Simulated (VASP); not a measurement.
# Al3B2N5 (I4/mmm) in VASP: further runs

The runs below take Al3B2N5 through single point, with PBE.

Program: VASP 6.6.1. These are calculated values, not measurements. Logs are shortened: lines on timing, memory, paths and dates and some standing lists are left out, and cuts for length are marked.

**1. The cell of the first run**

It takes space group I4/mmm (No. 139, tetragonal). Conventional cell: a = 3.180 Å, b = 3.180 Å, c = 22.488 Å, α = 90.00°, β = 90.00°, γ = 90.00°. Within 3.0 Å of Al (site symmetry 4mm) lie 6 N at 2.25 Å. Al (site symmetry 4/mmm) has 6 N at 2.25 Å within 3.0 Å. B (site symmetry 4mm) has 6 N at 2.25 Å within 3.0 Å. N (site symmetry 4/mmm) has 6 Al at 2.25 Å within 3.0 Å. Within 3.0 Å of N (site symmetry 4mm) lie 1 B at 2.25 Å and 5 Al at 2.25 Å. Within 3.0 Å of N (site symmetry 4mm) lie 1 Al at 2.25 Å and 5 B at 2.25 Å.

**2. Single point, PBE**

INCAR

```
SYSTEM = Al3B2N5
ALGO = Normal
EDIFF = 1E-6
ENCUT = 520
GGA = PE
ISIF = 2
ISMEAR = 0
LASPH = .True.
LCHARG = .False.
LREAL = .False.
LWAVE = .False.
NBANDS = 31
NELM = 80
PREC = Accurate
SIGMA = 0.1
```

KPOINTS

```
k-points
0
Gamma
  8 8 8
  0 0 0
```

POSCAR

```
Al3B2N5
1.0
   -1.5901216900      1.5901216900     11.2438582700
    1.5901216900     -1.5901216900     11.2438582700
    1.5901216900      1.5901216900    -11.2438582700
Al B N
3 2 5
Direct
    0.9000000000      0.9000000000      0.0000000000
    0.5000000000      0.5000000000      0.0000000000
    0.1000000000      0.1000000000      0.0000000000
    0.7000000000      0.7000000000      0.0000000000
    0.3000000000      0.3000000000      0.0000000000
    0.0000000000      0.0000000000      0.0000000000
    0.6000000000      0.6000000000      0.0000000000
    0.2000000000      0.2000000000      0.0000000000
    0.8000000000      0.8000000000      0.0000000000
    0.4000000000      0.4000000000      0.0000000000
```

Potentials or basis: VASP PAW PBE potentials, release 64 (Al, B, N).

The run is started by

```console
$ cat potpaw_PBE.64/Al/POTCAR potpaw_PBE.64/B/POTCAR potpaw_PBE.64/N/POTCAR > POTCAR
$ mpirun -np 1 vasp_std > vasp.out
```

OUTCAR:

```text
SYSTEM = Al3B2N5
   EDIFF = 1E-6
   ENCUT = 520
   GGA = PE
   ISIF = 2
   ISMEAR = 0
   LASPH = .True.
   LREAL = .False.
   NELM = 80
   PREC = Accurate

 ion  position               nearest neighbor table
   1  0.900  0.900  0.000-   6 2.25   9 2.25  10 2.25  10 2.25  10 2.25  10 2.25   2 3.18   2 3.18
                             2 3.18   2 3.18
   2  0.500  0.500  0.000-   7 2.25  10 2.25   6 2.25   6 2.25   6 2.25   6 2.25   3 3.18   3 3.18
                             1 3.18   1 3.18   1 3.18   3 3.18   1 3.18   3 3.18
   3  0.100  0.100  0.000-   6 2.25   8 2.25   7 2.25   7 2.25   7 2.25   7 2.25   2 3.18   2 3.18
                             2 3.18   2 3.18
   4  0.700  0.700  0.000-
   5  0.300  0.300  0.000-
   6  0.000  0.000  0.000-   1 2.25   3 2.25   2 2.25   2 2.25   2 2.25   2 2.25
   7  0.600  0.600  0.000-   2 2.25   3 2.25   3 2.25   3 2.25   3 2.25
   8  0.200  0.200  0.000-   3 2.25
   9  0.800  0.800  0.000-   1 2.25
  10  0.400  0.400  0.000-   2 2.25   1 2.25   1 2.25   1 2.25   1 2.25

  LATTYP: Found a body centered tetragonal cell.
 ALAT       =     3.1802433800
 C/A-ratio  =     7.0710677936

  Lattice vectors:

 A1 = (  -1.5901216900,   1.5901216900,  11.2438582700)
 A2 = (   1.5901216900,  -1.5901216900,  11.2438582700)
 A3 = (   1.5901216900,   1.5901216900, -11.2438582700)

Analysis of symmetry for initial positions (statically):
=====================================================================
 Subroutine PRICEL returns:
 Original cell was already a primitive cell.

 Routine SETGRP: Setting up the symmetry group for a
 body centered tetragonal supercell.

 Subroutine GETGRP returns: Found 16 space group operations
 (whereof 16 operations were pure point group operations)
 out of a pool of 16 trial point group operations.

The static configuration has the point symmetry D_4h.

Analysis of symmetry for dynamics (positions and initial velocities):
=====================================================================
 Subroutine PRICEL returns:
 Original cell was already a primitive cell.

 Routine SETGRP: Setting up the symmetry group for a
 body centered tetragonal supercell.

 Subroutine GETGRP returns: Found 16 space group operations
 (whereof 16 operations were pure point group operations)
 out of a pool of 16 trial point group operations.

The dynamic configuration has the point symmetry D_4h.

 Subroutine INISYM returns: Found 16 space group operations
[... 122 lines left out ...]
   TEBEG  =    0.0;   TEEND  =   0.0 temperature during run
   PSTRESS=    0.0 pullay stress
   NELECT =      40.0000    total number of electrons
   NUPDOWN=      -1.0000    fix difference up-down
   EMIN   =  10.00;   EMAX   =-10.00  energy-range for DOS
   EFERMI =   0.00;   METHOD = LEGACY
   ISMEAR =     0;   SIGMA  =   0.10  broadening in eV -4-tet -1-fermi 0-gaus
   EFERMI_NEDOS =   21; number of points for ismear=-14 and -15
   IALGO  =     38    algorithm
   IMIX   =      4    mixing-type and parameters
     AMIX     =   0.40;   BMIX     =  1.00
     AMIX_MAG =   1.60;   BMIX_MAG =  1.00
  volume/ion in A,a.u.               =      11.37        76.74
  Fermi-wavevector in a.u.,A,eV,Ry     =   1.155623  2.183811 18.170094  1.335464
  Thomas-Fermi vector in A             =   2.292250
   LORBIT       =      0    0 simple, 1 ext, 2 COOP (PROOUT), +10 PAW based schemes
   GGA     = PE    functional components
   LHFCALC =     F    Hartree Fock is set to
   AEXX    =    0.0000 exact exchange contribution
   IVDW    =     0    specifies the selected vdW correction
   LEPSILON=     F    determine dielectric tensor
   LRPA    =     F    only Hartree local field effects (RPA)
 non-spin polarized calculation
 Gauss-broadening in eV      SIGMA  =   0.10
  energy-cutoff  :      520.00
  volume of cell :      113.72
 maximum number of plane-waves:      3106
 NGX is ok and might be reduce to    90
   NGX = 43   NGY = 43   NGZ = 43

 number of electron      40.0000003 magnetization

 Free energy of the ion-electron system (eV)
  ---------------------------------------------------
  ext. energy  EPLUGINS =         0.00000000
  ---------------------------------------------------
  free energy    TOTEN  =       -60.27192731 eV

  energy without entropy =      -60.25978485  energy(sigma->0) =      -60.26585608

 E-fermi :   4.7209     XC(G=0): -10.6446

 val. band max:        4.7192378344   @ k =  -0.2500  -0.3750   0.2500
 cond. band min:       4.7369444683   @ k =  -0.1250  -0.2500   0.1250
 fundamental gap:      0.0177066339
 Fermi energy:         4.7208758741

 k-point     1 :       0.0000    0.0000    0.0000
  band No.  band energies     occupation
      1     -10.4489      2.00000
      2      -9.6283      2.00000
      3      -9.4568      2.00000
      4      -8.1467      2.00000
      5      -7.8689      2.00000
      6      -0.6095      2.00000
[... 805 lines left out ...]
     30      11.2175      0.00000
     31      11.3376      0.00000

 [... further k-points ...]

------------------------ aborting loop because EDIFF is reached ----------------------------------------

  FORCE on cell =-STRESS in cart. coord.  units (eV):
  Direction    XX          YY          ZZ          XY          YZ          ZX
  --------------------------------------------------------------------------------------
  -------------------------------------------------------------------------------------
  Total      -33.3219940    -33.3219940    -32.6814691      0.0000000     -0.0000000      0.0000000
  in kB     -469.4674512   -469.4674512   -460.4432136      0.0000000     -0.0000000      0.0000000
  external PRESSURE =    -466.4593720 kB  Pullay stress =       0.0000000 kB

 VOLUME and BASIS-vectors are now :
 -----------------------------------------------------------------------------
  energy-cutoff  :      520.00
  volume of cell :      113.72
      direct lattice vectors                 reciprocal lattice vectors
    -1.590121690  1.590121690 11.243858270     0.000000000  0.314441343  0.044468721
     1.590121690 -1.590121690 11.243858270     0.314441343  0.000000000  0.044468721
     1.590121690  1.590121690-11.243858270     0.314441343  0.314441343  0.000000000

 POSITION                                       TOTAL-FORCE (eV/Angst)
 -----------------------------------------------------------------------------------
      0.00000      0.00000     20.23894         0.000000      0.000000     -0.509025
      0.00000      0.00000     11.24386        -0.000000     -0.000000     -0.000000
      0.00000      0.00000      2.24877        -0.000000     -0.000000      0.509025
      0.00000      0.00000     15.74140         0.000000      0.000000      0.482825
      0.00000      0.00000      6.74631         0.000000      0.000000     -0.482825
      0.00000      0.00000      0.00000        -0.000000     -0.000000     -0.000000
      0.00000      0.00000     13.49263        -0.000000     -0.000000      0.050593
      0.00000      0.00000      4.49754         0.000000      0.000000      0.484152
      0.00000      0.00000     17.99017        -0.000000     -0.000000     -0.484152
      0.00000      0.00000      8.99509        -0.000000     -0.000000     -0.050593
 -----------------------------------------------------------------------------------
    total drift:                                0.000000      0.000000      0.000000

  FREE ENERGIE OF THE ION-ELECTRON SYSTEM (eV)
  ---------------------------------------------------
  free  energy   TOTEN  =       -60.2719273060 eV

  energy  without entropy=      -60.2597848461  energy(sigma->0) =      -60.26585608
```

OSZICAR:

```text
N       E                     dE             d eps       ncg     rms          rms(c)
DAV:   1     0.121135388461E+03    0.12114E+03   -0.18186E+04  3658   0.116E+03
DAV:   2    -0.538366355844E+02   -0.17497E+03   -0.16628E+03  4674   0.211E+02
DAV:   3    -0.668923763450E+02   -0.13056E+02   -0.12895E+02  4740   0.579E+01
DAV:   4    -0.671019893860E+02   -0.20961E+00   -0.20912E+00  4924   0.767E+00
DAV:   5    -0.671061226327E+02   -0.41332E-02   -0.41318E-02  4695   0.104E+00    0.145E+01
DAV:   6    -0.605688152321E+02    0.65373E+01   -0.34440E+01  4825   0.257E+01    0.641E+00
DAV:   7    -0.603810135265E+02    0.18780E+00   -0.40190E+00  4824   0.917E+00    0.372E+00
DAV:   8    -0.603022170096E+02    0.78797E-01   -0.41969E-01  5286   0.383E+00    0.237E+00
DAV:   9    -0.602783939774E+02    0.23823E-01   -0.23309E-01  4574   0.274E+00    0.573E-01
DAV:  10    -0.602724388438E+02    0.59551E-02   -0.30598E-02  4455   0.101E+00    0.370E-01
DAV:  11    -0.602717220394E+02    0.71680E-03   -0.10576E-02  4478   0.456E-01    0.187E-01
DAV:  12    -0.602719294541E+02   -0.20741E-03   -0.13404E-03  5574   0.227E-01    0.988E-02
DAV:  13    -0.602719658616E+02   -0.36408E-04   -0.96560E-04  4958   0.163E-01    0.478E-02
DAV:  14    -0.602719278447E+02    0.38017E-04   -0.23305E-04  4786   0.878E-02    0.162E-02
DAV:  15    -0.602719282037E+02   -0.35901E-06   -0.27351E-05  4510   0.294E-02    0.113E-02
DAV:  16    -0.602719271830E+02    0.10207E-05   -0.92221E-06  4610   0.157E-02    0.316E-03
DAV:  17    -0.602719273060E+02   -0.12297E-06   -0.16188E-06  3079   0.709E-03
   1 F= -.60271927E+02 E0= -.60265856E+02  d E =-.121425E-01
```

stdout:

```text
POSCAR found type information on POSCAR AlB N
 POSCAR found :  3 types and      10 ions
 scaLAPACK will be used
 LDA part: xc-table for (Slater+PW92), standard interpolation
 POSCAR, INCAR and KPOINTS ok, starting setup
 FFT: planning ... GRIDC
 FFT: planning ... GRID_SOFT
 FFT: planning ... GRID
 WAVECAR not read
 entering main loop
```

Run time: 61 min. Hardware: 1 thread of Intel Xeon Platinum 8488C (Sapphire Rapids), shared host; peak memory 1.3 GiB.

Results:

```yaml
Free_energy: -60.2719 eV
Pressure: -46.6 GPa
Largest_force: 0.509 eV/Å
Band_gap_on_the_k_mesh: zero (bands 20 and 21 overlap by 0.58 eV)
```

Forces in eV/Å, atoms in the order of the input:
```
Al   0.000  0.000 -0.509
Al   0.000  0.000  0.000
Al   0.000  0.000  0.509
B    0.000  0.000  0.483
B    0.000  0.000 -0.483
N    0.000  0.000  0.000
N    0.000  0.000  0.051
N    0.000  0.000  0.484
N    0.000  0.000 -0.484
N    0.000  0.000 -0.051
```

Stress tensor (GPa, compression positive):
```
-46.95   0.00   0.00
  0.00 -46.95   0.00
  0.00   0.00 -46.04
```

Caveat: the cell stands under tension; semilocal functionals underestimate gaps, so a narrow gap can read as zero.

**3. Single point, PBE**

This run uses another cell than the first one, of 7.48 Å³/atom.

INCAR

```
PREC = Accurate
ENCUT = 520
EDIFF = 1E-7
ISMEAR = 0
SIGMA = 0.1
LREAL = False
LASPH = True
NELM = 100
ALGO = Normal
ISIF = 2
LWAVE = False
LCHARG = False
GGA = PE
NBANDS = 31
```

KPOINTS

```
regular mesh
0
Gamma
  8 8 8
```

POSCAR

```
Al3B2N5
1.0
   -1.4300574801      1.4300574801      9.1417046790
    1.4300574801     -1.4300574801      9.1417046790
    1.4300574801      1.4300574801     -9.1417046790
Al B N
3 2 5
Direct
    0.8878912282      0.8878912282      0.0000000000
    0.5000000000      0.5000000000      0.0000000000
    0.1121087718      0.1121087718      0.0000000000
    0.7068434693      0.7068434693      0.0000000000
    0.2931565307      0.2931565307      0.0000000000
    0.0000000000      0.0000000000      0.0000000000
    0.6132104947      0.6132104947      0.0000000000
    0.2118536249      0.2118536249      0.0000000000
    0.7881463751      0.7881463751      0.0000000000
    0.3867895053      0.3867895053      0.0000000000
```

Potentials or basis: VASP PAW PBE potentials, release 64 (Al, B, N).

The run is started by

```console
$ cat potpaw_PBE.64/Al/POTCAR potpaw_PBE.64/B/POTCAR potpaw_PBE.64/N/POTCAR > POTCAR
$ mpirun -np 1 vasp_std > vasp.out
```

Run time: 21 min. Hardware: 1 thread of Intel Xeon Platinum 8488C (Sapphire Rapids), shared host; peak memory 0.69 GiB.

The run converged. Its results:

| Item | Value |
| --- | --- |
| Free energy | -70.7834 eV |
| Pressure | 0.0 GPa |
| Largest force | 0.035 eV/Å |
| Band gap on the k mesh | 1.98 eV (least direct gap 2.10 eV) |

Forces in eV/Å, atoms in the order of the input:
```
Al   0.000  0.000 -0.002
Al   0.000  0.000  0.000
Al   0.000  0.000  0.002
B    0.000  0.000 -0.033
B    0.000  0.000  0.033
N    0.000  0.000  0.000
N    0.000  0.000 -0.022
N    0.000  0.000 -0.035
N    0.000  0.000  0.035
N    0.000  0.000  0.022
```

Stress tensor (GPa, compression positive):
```
-0.04  0.00  0.00
 0.00 -0.04  0.00
 0.00  0.00  0.20
```

Levels at points of the mesh, in eV from the valence-band top:
| k point | band 18 | band 19 | band 20 | band 21 | band 22 | band 23 |
| --- | --- | --- | --- | --- | --- | --- |
| (0.00, 0.00, 0.00) | -2.72 | -0.01 | -0.01 | 2.64 | 2.79 | 4.09 |
| (0.50, 0.00, 0.00) | -1.59 | -1.59 | -1.54 | 3.24 | 3.58 | 4.98 |
| (0.50, 0.50, 0.00) | -5.01 | -3.13 | -2.62 | 2.30 | 4.04 | 4.32 |
| (0.50, 0.50, 0.50) | -2.08 | -0.12 | -0.12 | 1.98 | 4.04 | 4.49 |

A k mesh can miss the band edges.
